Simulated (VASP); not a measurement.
# WS2 (Tungstenite) (R3m) in VASP: notebook, part 2 of 2

VASP 6.6.1.

### Step 3. Single point, LDA+U

Input file INCAR:

```
SYSTEM = WS2
  PREC = Accurate
  ENCUT = 520
  EDIFF = 1E-6
  ISMEAR = 1
  SIGMA = 0.02
  LREAL = .False.
  LASPH = .True.
  NELM = 150
  ALGO = Normal
  ISIF = 2
  LWAVE = .False.
  LCHARG = .False.
  LMAXMIX = 4
  LDAU = .True.
  LDAUTYPE = 1
  LDAUL = 2 -1
  LDAUU = 5.9 0
  LDAUJ = 0.9 0
  LDAUPRINT = 1
  GGA = CA
  NBANDS = 20
```

Input file KPOINTS:

```
Automatic mesh
0
Gamma
  9 9 9
  0 0 0
```

Input file POSCAR:

```
WS2
1.0
    1.5790000000      0.9116360800      6.1633333300
   -1.5790000000      0.9116360800      6.1633333300
    0.0000000000     -1.8232721500      6.1633333300
W S
1 2
Direct
    0.0000000000      0.0000000000      0.0000000000
    0.2496999997      0.2496999997      0.2497000010
    0.4189999995      0.4189999995      0.4190000018
```

Potentials or basis: VASP PAW LDA potentials, release 64 (W_sv, S).

On the command line:

```console
$ cat potpaw_LDA.64/W_sv/POTCAR potpaw_LDA.64/S/POTCAR > POTCAR
$ mpirun -np 1 vasp_std > vasp.out
```

OUTCAR:

```text
SYSTEM = WS2
   PREC = Accurate
   ENCUT = 520
   EDIFF = 1E-6
   ISMEAR = 1
   LREAL = .False.
   LASPH = .True.
   NELM = 150
   ISIF = 2
   GGA = CA

 ion  position               nearest neighbor table
   1  0.000  0.000  0.000-   2 2.39   2 2.39   2 2.39   3 2.42   3 2.42   3 2.42
   2  0.250  0.250  0.250-   1 2.39   1 2.39   1 2.39
   3  0.419  0.419  0.419-   1 2.42   1 2.42   1 2.42

  LATTYP: Found a trigonal (rhomboedric) cell.
 ALAT       =     6.4273633069
 COS(alpha) =     0.8792940833

  Lattice vectors:

 A1 = (   1.5790000000,   0.9116360800,   6.1633333300)
 A2 = (  -1.5790000000,   0.9116360800,   6.1633333300)
 A3 = (   0.0000000000,  -1.8232721500,   6.1633333300)

Analysis of symmetry for initial positions (statically):
=====================================================================
 Subroutine PRICEL returns:
 Original cell was already a primitive cell.

 Routine SETGRP: Setting up the symmetry group for a
 trigonal (rhombohedral) supercell.

 Subroutine GETGRP returns: Found  6 space group operations
 (whereof  6 operations were pure point group operations)
 out of a pool of 12 trial point group operations.

The static configuration has the point symmetry C_3v.

Analysis of symmetry for dynamics (positions and initial velocities):
=====================================================================
 Subroutine PRICEL returns:
 Original cell was already a primitive cell.

 Routine SETGRP: Setting up the symmetry group for a
 trigonal (rhombohedral) supercell.
[... 174 lines left out ...]
  o =  0.3203  v =  0.0000  0.0000  0.0000  0.0000  0.0000 -0.0000 -0.9880  0.0000  0.0000  0.1548      0.0000  0.0000  0.0000  0.0000  0.0000  0.0000  0.0000  0.0000  0.0000  0.0000
  o =  0.3364  v =  0.0000 -0.1548  0.0000  0.0000 -0.9880  0.0000  0.0000  0.0000  0.0000  0.0000      0.0000  0.0000  0.0000  0.0000  0.0000  0.0000  0.0000  0.0000  0.0000  0.0000
  o =  0.3364  v =  0.0000  0.0000  0.0000  0.0000  0.0000  0.0000 -0.1548  0.0000  0.0000 -0.9880      0.0000  0.0000  0.0000  0.0000  0.0000  0.0000  0.0000  0.0000  0.0000  0.0000
  o =  0.3364  v =  0.9880  0.0000 -0.0000  0.1548  0.0000  0.0000  0.0000  0.0000  0.0000  0.0000      0.0000  0.0000  0.0000  0.0000  0.0000  0.0000  0.0000  0.0000  0.0000  0.0000
  o =  0.3364  v =  0.0000  0.0000  0.0000  0.0000  0.0000  0.9880  0.0000 -0.0000  0.1548  0.0000      0.0000  0.0000  0.0000  0.0000  0.0000  0.0000  0.0000  0.0000  0.0000  0.0000
  o =  0.3615  v =  0.0000  0.0000  0.0000  0.0000  0.0000 -0.0000 -0.0000 -1.0000  0.0000 -0.0000      0.0000  0.0000  0.0000  0.0000  0.0000  0.0000  0.0000  0.0000  0.0000  0.0000
  o =  0.3615  v = -0.0000 -0.0000 -1.0000  0.0000 -0.0000  0.0000  0.0000  0.0000  0.0000  0.0000      0.0000  0.0000  0.0000  0.0000  0.0000  0.0000  0.0000  0.0000  0.0000  0.0000

 number of electron      26.0000001 magnetization

 Free energy of the ion-electron system (eV)
  ---------------------------------------------------
  ext. energy  EPLUGINS =         0.00000000
  ---------------------------------------------------
  free energy    TOTEN  =       -20.61748978 eV

  energy without entropy =      -20.61748978  energy(sigma->0) =      -20.61748978

 E-fermi :   7.7550     XC(G=0): -11.2447

 val. band max:        7.5205142390   @ k =   0.4444   0.4444   0.4444
 cond. band min:       8.6057299443   @ k =  -0.2222   0.1111   0.0000
 fundamental gap:      1.0852157054
 Fermi energy:         7.7550383412

 k-point     1 :       0.0000    0.0000    0.0000
  band No.  band energies     occupation
      1     -67.4166      2.00000
      2     -31.8973      2.00000
      3     -31.7279      2.00000
      4     -31.7279      2.00000
      5      -8.2012      2.00000
      6      -6.1393      2.00000
[... 541 lines left out ...]
     19      14.0583      0.00000
     20      15.5756      0.00000

 [... further k-points ...]

------------------------ aborting loop because EDIFF is reached ----------------------------------------

  FORCE on cell =-STRESS in cart. coord.  units (eV):
  Direction    XX          YY          ZZ          XY          YZ          ZX
  --------------------------------------------------------------------------------------
  -------------------------------------------------------------------------------------
  Total        0.2130099      0.2130099      0.5230592      0.0000000      0.0000000     -0.0000000
  in kB        6.4112060      6.4112060     15.7431234      0.0000000      0.0000000     -0.0000000
  external PRESSURE =       9.5218451 kB  Pullay stress =       0.0000000 kB

 VOLUME and BASIS-vectors are now :
 -----------------------------------------------------------------------------
  energy-cutoff  :      520.00
  volume of cell :       53.23
      direct lattice vectors                 reciprocal lattice vectors
     1.579000000  0.911636080  6.163333330     0.316656111  0.182821491  0.054083288
    -1.579000000  0.911636080  6.163333330    -0.316656111  0.182821491  0.054083288
     0.000000000 -1.823272150  6.163333330     0.000000000 -0.365642982  0.054083288

 POSITION                                       TOTAL-FORCE (eV/Angst)
 -----------------------------------------------------------------------------------
      0.00000      0.00000      0.00000         0.000000      0.000000      0.615837
      0.00000      0.00000      4.61695         0.000000     -0.000000     -0.549719
      0.00000     -0.00000      7.74731         0.000000     -0.000000     -0.066118
 -----------------------------------------------------------------------------------
    total drift:                               -0.000000      0.000003      0.000031

  FREE ENERGIE OF THE ION-ELECTRON SYSTEM (eV)
  ---------------------------------------------------
  free  energy   TOTEN  =       -20.6174897845 eV

  energy  without entropy=      -20.6174897845  energy(sigma->0) =      -20.61748978
```

OSZICAR:

```text
N       E                     dE             d eps       ncg     rms          rms(c)
DAV:   1     0.202418520730E+03    0.20242E+03   -0.12996E+04  3400   0.129E+03
DAV:   2    -0.120017267416E+02   -0.21442E+03   -0.20769E+03  4008   0.344E+02
DAV:   3    -0.222465308615E+02   -0.10245E+02   -0.10139E+02  4260   0.707E+01
DAV:   4    -0.223962785172E+02   -0.14975E+00   -0.14964E+00  4136   0.923E+00
DAV:   5    -0.223987265989E+02   -0.24481E-02   -0.24448E-02  4180   0.123E+00    0.268E+01
DAV:   6    -0.208223798270E+02    0.15763E+01   -0.73686E+00  3792   0.189E+01    0.107E+01
DAV:   7    -0.206608019051E+02    0.16158E+00   -0.10810E+00  3540   0.615E+00    0.518E+00
DAV:   8    -0.206200109920E+02    0.40791E-01   -0.19309E-01  4068   0.288E+00    0.115E+00
DAV:   9    -0.206177505929E+02    0.22604E-02   -0.76460E-03  4228   0.670E-01    0.437E-01
DAV:  10    -0.206174975749E+02    0.25302E-03   -0.25816E-03  4088   0.374E-01    0.915E-02
DAV:  11    -0.206174858041E+02    0.11771E-04   -0.27552E-04  3764   0.108E-01    0.299E-02
DAV:  12    -0.206174886837E+02   -0.28797E-05   -0.23687E-05  4100   0.432E-02    0.902E-03
DAV:  13    -0.206174897009E+02   -0.10172E-05   -0.44184E-06  3384   0.137E-02    0.359E-03
DAV:  14    -0.206174897845E+02   -0.83535E-07   -0.54581E-07  2036   0.561E-03
   1 F= -.20617490E+02 E0= -.20617490E+02  d E =0.813413E-62
```

It took 3.4 min on 1 thread of Intel Xeon Platinum 8488C (Sapphire Rapids), shared host; peak memory 0.3 GiB.

Results:

| Item | Value |
| --- | --- |
| Free energy | -20.6175 eV |
| Pressure | 1.0 GPa |
| Largest force | 0.616 eV/Å |
| Band gap on the k mesh | 1.09 eV, indirect (least direct gap 1.82 eV) |

Forces in eV/Å, atoms in the order of the input:
```
W    0.000  0.000  0.616
S    0.000  0.000 -0.550
S    0.000  0.000 -0.066
```

Eigenvalues of the final occupation matrices:
```csv
site,spin,trace,eigenvalues
site 1 d,1,1.67,0.32 0.32 0.34 0.34 0.36
site 1 d,2,1.67,0.32 0.32 0.34 0.34 0.36
```

Caveat: spin-orbit coupling is left out, which moves the levels of the heavy elements. A k mesh can miss the band edges.
